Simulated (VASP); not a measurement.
A run of VASP 6.6.1 is set up as follows.

File POSCAR:

```
Mo
1.0
   -1.5710000000      1.5710000000      1.5710000000
    1.5710000000     -1.5710000000      1.5710000000
    1.5710000000      1.5710000000     -1.5710000000
Mo
1
Direct
    0.0000000000      0.0000000000      0.0000000000
```

The input INCAR.step1:

```
SYSTEM = Mo
PREC     = Accurate       ! precision mode
ENCUT    = 600            ! plane-wave cutoff, eV
ISMEAR   = 0              ! smearing method
SIGMA    = 0.1            ! smearing width, eV
LREAL    = .FALSE.        ! projectors in reciprocal space
LASPH    = .TRUE.         ! aspherical terms in the spheres
NELM     = 100            ! most SCF steps
GGA      = PE             ! functional
ALGO     = Normal         ! electronic algorithm
EDIFF    = 1E-4           ! SCF threshold, eV
LWAVE    = .TRUE.         ! write WAVECAR
LCHARG   = .FALSE.        ! write CHGCAR
```

Contents of INCAR.step2:

```
SYSTEM = Mo
PREC     = Accurate       ! precision mode
ENCUT    = 600            ! plane-wave cutoff, eV
EDIFF    = 1E-6           ! SCF threshold, eV
ISMEAR   = 0              ! smearing method
SIGMA    = 0.1            ! smearing width, eV
LREAL    = .FALSE.        ! projectors in reciprocal space
LASPH    = .TRUE.         ! aspherical terms in the spheres
NELM     = 100            ! most SCF steps
ALGO     = Normal         ! electronic algorithm
ISIF     = 3              ! what is computed and relaxed
LWAVE    = .FALSE.        ! write WAVECAR
LCHARG   = .FALSE.        ! write CHGCAR
METAGGA  = R2SCAN         ! meta-GGA
LMIXTAU  = .TRUE.       
IBRION   = 2              ! ionic algorithm
NSW      = 100            ! ionic steps
EDIFFG   = -0.005         ! ionic threshold
ISTART   = 1
```

File KPOINTS:

```
Automatic mesh
0
G
  18 18 18
  0 0 0
```

Potentials or basis: VASP PAW PBE potentials, release 64 (Mo_sv).

Run with:

```bash
$ cat potpaw_PBE.64/Mo_sv/POTCAR > POTCAR
$ cp INCAR.step1 INCAR
$ mpirun -np 1 vasp_std > vasp.out
$ cp INCAR.step2 INCAR
$ mpirun -np 1 vasp_std > vasp.out
```

**Question.** What does it give for the band gap on the k mesh?

**Answer.** Zero (band 7 reaches 16.60 eV, above the bottom of band 8 at 11.06 eV).

**Question.** Estimate the space group after relaxing (to 0.05 Å).

**Answer.** Im-3m (No. 229).

Final structure:
```
Mo
1.0
    -1.57739    1.57739    1.57739
     1.57739   -1.57739    1.57739
     1.57739    1.57739   -1.57739
Mo
1
Direct
  0.00000 0.00000 0.00000
```

 Zero-point motion and thermal expansion aren't in these numbers.
